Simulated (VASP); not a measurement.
Set up this calculation in VASP 6.6.1, as the native input.

```
Task                   : relaxation of cell and atoms
Functional             : PBE
Potentials or basis    : VASP PAW PBE potentials, release 64 (Sc_sv, Al, Sb, As)
Cutoff                 : 600 eV
k mesh                 : 6 × 6 × 4
Occupations            : gaussian, width 0.1 eV
Spin                   : no spin polarisation
Dipole correction      : no
Further INCAR settings : ALGO = Normal; EDIFF = 1e-07; IBRION = 2; EDIFFG = -0.04; NSW = 90; ISIF = 3
```

The structure of ScAl2Sb2As lies in POSCAR:

```
ScAl2Sb2As
1.0
    4.8864837000      0.0000000000      0.0000000000
   -2.4432418500      4.2318190200      0.0000000000
    0.0000000000      0.0000000000      6.5911291800
Sc Al Sb As
1 2 2 1
Direct
    0.0000000000      0.0000000000      0.0000000000
    0.3333333300      0.6666666700      0.0000000000
    0.6666666700      0.3333333300      0.0000000000
    0.3333333300      0.6666666700      0.5000000000
    0.6666666700      0.3333333300      0.5000000000
    0.0000000000      0.0000000000      0.5000000000
```

The cell was built from a structure type or drawn by symmetry, and may not be a known phase.

The input as run:

INCAR

```
PREC     = Accurate       # precision mode
ENCUT    = 600            # plane-wave cutoff, eV
EDIFF    = 1E-7           # SCF threshold, eV
ISMEAR   = 0              # smearing method
SIGMA    = 0.1            # smearing width, eV
LREAL    = False          # projectors in reciprocal space
LASPH    = True           # aspherical terms in the spheres
NELM     = 60             # most SCF steps
ALGO     = Normal         # electronic algorithm
ISIF     = 3              # what is computed and relaxed
LWAVE    = False          # write WAVECAR
LCHARG   = False          # write CHGCAR
GGA      = PE             # functional
IBRION   = 2              # ionic algorithm
NSW      = 90             # ionic steps
EDIFFG   = -0.04          # ionic threshold
```

KPOINTS

```
regular mesh
0
Gamma
  6 6 4
```

Potentials or basis: VASP PAW PBE potentials, release 64 (Sc_sv, Al, Sb, As).

The run is started by

```sh
$ cat potpaw_PBE.64/Sc_sv/POTCAR potpaw_PBE.64/Al/POTCAR potpaw_PBE.64/Sb/POTCAR potpaw_PBE.64/As/POTCAR > POTCAR
$ mpirun -np 1 vasp_std > vasp.out
```

Results of the run:

| Property | Result |
| --- | --- |
| Relaxed volume | 23.35 Å³/atom |
| Relaxed cell | a = 5.365 Å, b = 5.365 Å, c = 5.621 Å, α = 90.00°, β = 90.00°, γ = 120.00° |
| Space group after relaxing (to 0.1 Å) | P6/mmm (No. 191) |
| Energy gained by relaxing | 351.5 meV/atom |
| Ionic steps | 7 |
| Pressure after relaxing | 0.0 GPa |
| Band gap on the k mesh | zero (bands 16 and 17 overlap by 1.65 eV) |

Caveat: spin-orbit coupling is left out, which moves the levels of the heavy elements.

It took 3.7 min on 1 thread of Intel(R) Xeon(R) 6975P-C (Granite Rapids) (shared host), peak memory 0.36 GiB.
